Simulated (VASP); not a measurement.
The system is AgI (Iodargyrite).

```
CELL_PARAMETERS angstrom
4.65074 0.00000 0.00000
-2.32537 4.02766 0.00000
0.00000 0.00000 7.59972
ATOMIC_POSITIONS crystal
Ag 0.66667 0.33333 0.62752
Ag 0.33333 0.66667 0.12752
I 0.66667 0.33333 0.00248
I 0.33333 0.66667 0.50248
```

Base run:

* Program: VASP 6.6.1
* Functional: HSE06
* Potentials or basis: VASP PAW PBE potentials, release 64 (Ag, I)
* Cutoff: 400 eV
* k mesh: 6 × 6 × 2
* Occupations: gaussian, width 0.01 eV
* Spin: no spin polarisation

Its results: band gap on the k mesh 2.51 eV, direct; pressure 0.3 GPa.

Problem. The run is repeated on the same cell with these changes: functional from HSE06 to PBE; cutoff from 400 eV to 500 eV; k mesh from 6 × 6 × 2 to 6 × 6 × 4. What comes out?

Solution. Band gap on the k mesh 1.37 eV, direct; pressure 0.6 GPa.

Several settings changed at once, so the effect can't be laid on one alone.

Caveats: spin-orbit coupling is left out, which moves the levels of the heavy elements; the PAW data sets were made with another functional, which shifts forces and pressure a little (some runs).

